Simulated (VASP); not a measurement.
# CdO3 (P4/nmm) in VASP: single point with PBE

Aim: the single point of CdO3 with PBE.

Program: VASP 6.6.1. These are calculated values, not measurements. Logs are shortened: lines on timing, memory, paths and dates and some standing lists are left out, and cuts for length are marked.

## Step 1: The cell of the first run

The structure is tetragonal, space group P4/nmm (No. 129). Conventional cell: a = 3.282 Å, b = 3.282 Å, c = 10.889 Å, α = 90.00°, β = 90.00°, γ = 90.00°. Within 3.1 Å of Cd (site symmetry 4mm) lie 5 O at 2.32 to 2.42 Å. O (site symmetry 4mm) has 1 O at 1.22 Å within 1.6 Å. O (site symmetry 4mm) has 1 O at 1.22 Å within 1.6 Å. Within 3.1 Å of O (site symmetry 4mm) lie 5 Cd at 2.32 to 2.42 Å.

## Step 2: Single point, PBE

Input file INCAR:

```
PREC = Accurate
ENCUT = 520
EDIFF = 1E-6
ISMEAR = 0
SIGMA = 0.01
LREAL = F
LASPH = T
NELM = 60
ALGO = Normal
ISIF = 2
LWAVE = F
LCHARG = T
GGA = PE
LELF = T
LVHAR = T
NBANDS = 40
```

Input file KPOINTS:

```
Automatic mesh
0
Gamma
  12 12 4
```

Input file POSCAR:

```
CdO3
1.0
    3.2816101582      0.0000000000      0.0000000000
    0.0000000000      3.2816101582      0.0000000000
    0.0000000000      0.0000000000     10.8890577789
Cd O
2 6
Direct
    0.0000000000      0.5000000000      0.8876461591
    0.5000000000      0.0000000000      0.1123538409
    0.5000000000      0.0000000000      0.4442253730
    0.5000000000      0.0000000000      0.5558724230
    0.0000000000      0.5000000000      0.5557746270
    0.0000000000      0.5000000000      0.4441275770
    0.5000000000      0.0000000000      0.8898709419
    0.0000000000      0.5000000000      0.1101290581
```

Potentials or basis: VASP PAW PBE potentials, release 64 (Cd, O).

Run with:

```
$ cat potpaw_PBE.64/Cd/POTCAR potpaw_PBE.64/O/POTCAR > POTCAR
$ mpirun -np 1 vasp_std > vasp.out
```

OUTCAR:

```text
PREC = Accurate
   ENCUT = 520
   EDIFF = 1E-6
   ISMEAR = 0
   LREAL = F
   LASPH = T
   NELM = 60
   ISIF = 2
   GGA = PE

 ion  position               nearest neighbor table
   1  0.000  0.500  0.888-   7 2.32   7 2.32   7 2.32   7 2.32   8 2.42   2 3.37   2 3.37   2 3.37
                             2 3.37
   2  0.500  0.000  0.112-   8 2.32   8 2.32   8 2.32   8 2.32   7 2.42   1 3.37   1 3.37   1 3.37
                             1 3.37
   3  0.500  0.000  0.444-   4 1.22
   4  0.500  0.000  0.556-   3 1.22
   5  0.000  0.500  0.556-   6 1.22
   6  0.000  0.500  0.444-   5 1.22
   7  0.500  0.000  0.890-   1 2.32   1 2.32   1 2.32   1 2.32   2 2.42
   8  0.000  0.500  0.110-   2 2.32   2 2.32   2 2.32   2 2.32   1 2.42

  LATTYP: Found a simple tetragonal cell.
 ALAT       =     3.2816101582
 C/A-ratio  =     3.3182057752

  Lattice vectors:

 A1 = (   3.2816101582,   0.0000000000,   0.0000000000)
 A2 = (   0.0000000000,   3.2816101582,   0.0000000000)
 A3 = (   0.0000000000,   0.0000000000,  10.8890577789)

Analysis of symmetry for initial positions (statically):
=====================================================================
 Subroutine PRICEL returns:
 Original cell was already a primitive cell.

 Routine SETGRP: Setting up the symmetry group for a
 simple tetragonal supercell.

 Subroutine GETGRP returns: Found 16 space group operations
 (whereof  8 operations were pure point group operations)
 out of a pool of 16 trial point group operations.

The static configuration has the point symmetry D_2d.
 The point group associated with its full space group is D_4h.

Analysis of symmetry for dynamics (positions and initial velocities):
=====================================================================
 Subroutine PRICEL returns:
 Original cell was already a primitive cell.

 Routine SETGRP: Setting up the symmetry group for a
 simple tetragonal supercell.

 Subroutine GETGRP returns: Found 16 space group operations
 (whereof  8 operations were pure point group operations)
 out of a pool of 16 trial point group operations.

The dynamic configuration has the point symmetry D_2d.
 The point group associated with its full space group is D_4h.

 Subroutine INISYM returns: Found 16 space group operations
 (whereof  8 operations are pure point group operations),
 and found     1 'primitive' translations

[... 112 lines left out ...]
   ISIF   =      2    stress and relaxation
   ISYM   =      2    0-nonsym 1-usesym 2-fastsym
   POTIM  = 0.5000    time-step for ionic-motion
   TEBEG  =    0.0;   TEEND  =   0.0 temperature during run
   PSTRESS=    0.0 pullay stress
   NELECT =      60.0000    total number of electrons
   NUPDOWN=      -1.0000    fix difference up-down
   EMIN   =  10.00;   EMAX   =-10.00  energy-range for DOS
   EFERMI =   0.00;   METHOD = LEGACY
   ISMEAR =     0;   SIGMA  =   0.01  broadening in eV -4-tet -1-fermi 0-gaus
   EFERMI_NEDOS =   21; number of points for ismear=-14 and -15
   IALGO  =     38    algorithm
   IMIX   =      4    mixing-type and parameters
     AMIX     =   0.40;   BMIX     =  1.00
     AMIX_MAG =   1.60;   BMIX_MAG =  1.00
  volume/ion in A,a.u.               =      14.66        98.92
  Fermi-wavevector in a.u.,A,eV,Ry     =   1.309394  2.474397 23.327376  1.714514
  Thomas-Fermi vector in A             =   2.439996
   LORBIT       =      0    0 simple, 1 ext, 2 COOP (PROOUT), +10 PAW based schemes
   GGA     = PE    functional components
   LHFCALC =     F    Hartree Fock is set to
   AEXX    =    0.0000 exact exchange contribution
   IVDW    =     0    specifies the selected vdW correction
   LEPSILON=     F    determine dielectric tensor
   LRPA    =     F    only Hartree local field effects (RPA)
 non-spin polarized calculation
 Gauss-broadening in eV      SIGMA  =   0.01
  energy-cutoff  :      520.00
  volume of cell :      117.26
 maximum number of plane-waves:      3216
   NGX = 13   NGY = 13   NGZ = 41

 number of electron      59.9999949 magnetization

 Free energy of the ion-electron system (eV)
  ---------------------------------------------------
  ext. energy  EPLUGINS =         0.00000000
  ---------------------------------------------------
  free energy    TOTEN  =       -34.20923679 eV

  energy without entropy =      -34.20881532  energy(sigma->0) =      -34.20902605

 E-fermi :   0.3087     XC(G=0):  -9.3851

 val. band max:        0.2751350114   @ k =   0.5000   0.0000   0.0000
 cond. band min:       0.3104107603   @ k =   0.2500   0.1667   0.0000
 fundamental gap:      0.0352757488
 Fermi energy:         0.3087238706

 k-point     1 :       0.0000    0.0000    0.0000
  band No.  band energies     occupation
      1     -27.4528      2.00000
      2     -25.7247      2.00000
      3     -16.6867      2.00000
      4     -16.3576      2.00000
      5     -15.0962      2.00000
      6     -12.6202      2.00000
[... 1021 lines left out ...]
     39       9.8142      0.00000
     40      10.0596      0.00000

 [... further k-points ...]

------------------------ aborting loop because EDIFF is reached ----------------------------------------

  FORCE on cell =-STRESS in cart. coord.  units (eV):
  Direction    XX          YY          ZZ          XY          YZ          ZX
  --------------------------------------------------------------------------------------
  -------------------------------------------------------------------------------------
  Total        0.4279805      0.4279805      3.0011293      0.0000000      0.0000000      0.0000000
  in kB        5.8475008      5.8475008     41.0044522      0.0000000      0.0000000      0.0000000
  external PRESSURE =      17.5664846 kB  Pullay stress =       0.0000000 kB

 VOLUME and BASIS-vectors are now :
 -----------------------------------------------------------------------------
  energy-cutoff  :      520.00
  volume of cell :      117.26
      direct lattice vectors                 reciprocal lattice vectors
     3.281610158  0.000000000  0.000000000     0.304728457  0.000000000  0.000000000
     0.000000000  3.281610158  0.000000000     0.000000000  0.304728457  0.000000000
     0.000000000  0.000000000 10.889057779     0.000000000  0.000000000  0.091835310

 POSITION                                       TOTAL-FORCE (eV/Angst)
 -----------------------------------------------------------------------------------
      0.00000      1.64081      9.66563        -0.000000      0.000000     -0.056311
      1.64081      0.00000      1.22343        -0.000000      0.000000      0.056311
      1.64081      0.00000      4.83720         0.000000      0.000000     -1.214337
      1.64081      0.00000      6.05293         0.000000      0.000000      1.213421
      0.00000      1.64081      6.05186        -0.000000      0.000000      1.214337
      0.00000      1.64081      4.83613        -0.000000      0.000000     -1.213421
      1.64081      0.00000      9.68986        -0.000000      0.000000     -0.038780
      0.00000      1.64081      1.19920        -0.000000     -0.000000      0.038780
 -----------------------------------------------------------------------------------
    total drift:                                0.000000      0.000000      0.000000

  FREE ENERGIE OF THE ION-ELECTRON SYSTEM (eV)
  ---------------------------------------------------
  free  energy   TOTEN  =       -34.2092367860 eV

  energy  without entropy=      -34.2088153234  energy(sigma->0) =      -34.20902605
```

OSZICAR:

```text
N       E                     dE             d eps       ncg     rms          rms(c)
DAV:   1     0.493103112208E+03    0.49310E+03   -0.32685E+04  6728   0.146E+03
DAV:   2    -0.303784136647E+01   -0.49614E+03   -0.47208E+03  7712   0.379E+02
DAV:   3    -0.386767290216E+02   -0.35639E+02   -0.35170E+02  8072   0.108E+02
DAV:   4    -0.390945035812E+02   -0.41777E+00   -0.41724E+00  7744   0.118E+01
[... 11 lines left out ...]
DAV:  16    -0.342092534920E+02    0.42161E-03   -0.45343E-05  8304   0.511E-02    0.549E-02
DAV:  17    -0.342092917261E+02   -0.38234E-04   -0.17290E-05  8928   0.273E-02    0.100E-01
DAV:  18    -0.342092396453E+02    0.52081E-04   -0.46344E-06  7128   0.169E-02    0.261E-02
DAV:  19    -0.342092370339E+02    0.26114E-05   -0.12264E-06  5536   0.775E-03    0.896E-03
DAV:  20    -0.342092367860E+02    0.24784E-06   -0.30296E-07  4568   0.370E-03
   1 F= -.34209237E+02 E0= -.34209026E+02  d E =-.421463E-03
```

It took 5.8 min on 1 thread of Intel Xeon Platinum 8259CL at 2.50GHz (Skylake/Cascade Lake), shared host; peak memory 0.41 GiB.

What came out:

- Free energy: -34.2092 eV
- Pressure: 1.8 GPa
- Largest force: 1.214 eV/Å
- Band gap on the k mesh: zero (filled and empty bands touch)

Forces on the atoms (eV/Å):
```
Cd   0.000  0.000 -0.056
Cd   0.000  0.000  0.056
O    0.000  0.000 -1.214
O    0.000  0.000  1.213
O    0.000  0.000  1.214
O    0.000  0.000 -1.213
O    0.000  0.000 -0.039
O    0.000  0.000  0.039
```

Caveat: the standard files for N, O and F lose accuracy on very short bonds; forces of over 1 eV/Å act on the atoms, so gaps and moduli don't describe the material at rest.
